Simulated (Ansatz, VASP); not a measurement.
## Re in VASP and in Ansatz

```
Re
1.0
     2.58033    0.00000    0.00000
     0.00000    2.58033    0.00000
     0.00000    0.00000    2.58033
Re
1
Direct
  0.00000 0.00000 0.00000
```

Alike in both runs: task electric field gradients; functional PBE; k mesh 12 × 12 × 12; occupations fermi-dirac, width 0.08 eV; non-collinear spin, spin-orbit coupling.

|  | VASP | Ansatz |
| --- | --- | --- |
| version | VASP 6.6.1 | Ansatz 0.2.0 |
| potentials or method | VASP PAW PBE potentials, release 64 (Re) | PAW with Ansatz's default frozen-core files, fully relativistic files with spin-orbit coupling |
| plane-wave cutoff (eV) | 520 | 420 |
| valence electrons in the cell | 7 | 15 |

```tsv
	VASP	Ansatz	Ansatz less VASP
pressure (GPa)	-0.3	0.7	+1.02
net moment per atom (μB)	0.00	0.00	0.000
```

With one functional, cell and mesh, what is left measures potentials, basis and numerics. VASP's potentials hold 7 valence electrons a cell and Ansatz's 15, so a difference there can come from the potentials and not from the codes.
